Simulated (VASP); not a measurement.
The system is Ta.

```
Ta
1.0
    -1.65128    1.65128    1.65128
     1.65128   -1.65128    1.65128
     1.65128    1.65128   -1.65128
Ta
1
Cartesian
  0.0000 0.0000 0.0000
```

Base run:

```yaml
Program: VASP 6.6.1
Functional: BLYP
Potentials_or_basis: VASP PAW PBE potentials, release 64 (Ta_sv_GW)
Cutoff: 500 eV
k_mesh: 11 × 11 × 11
Occupations: fermi-dirac, width 0.05 eV
Spin: no spin polarisation
```

Its results: band gap on the k mesh zero (an odd number of electrons rules out a gap without spin polarisation); pressure 8.5 GPa.

The run is repeated on the same cell with these changes: functional from BLYP to HSE06; cutoff from 500 eV to 400 eV; k mesh from 11 × 11 × 11 to 6 × 6 × 6. What comes out?

Band gap on the k mesh zero (an odd number of electrons rules out a gap without spin polarisation); pressure 0.3 GPa.

Several settings changed at once.

Caveats: some runs use coarse meshes; the PAW data sets were made with another functional, which shifts forces and pressure a little; spin-orbit coupling is left out, which moves the levels of the heavy elements; the cell stands under pressure (at least some runs).
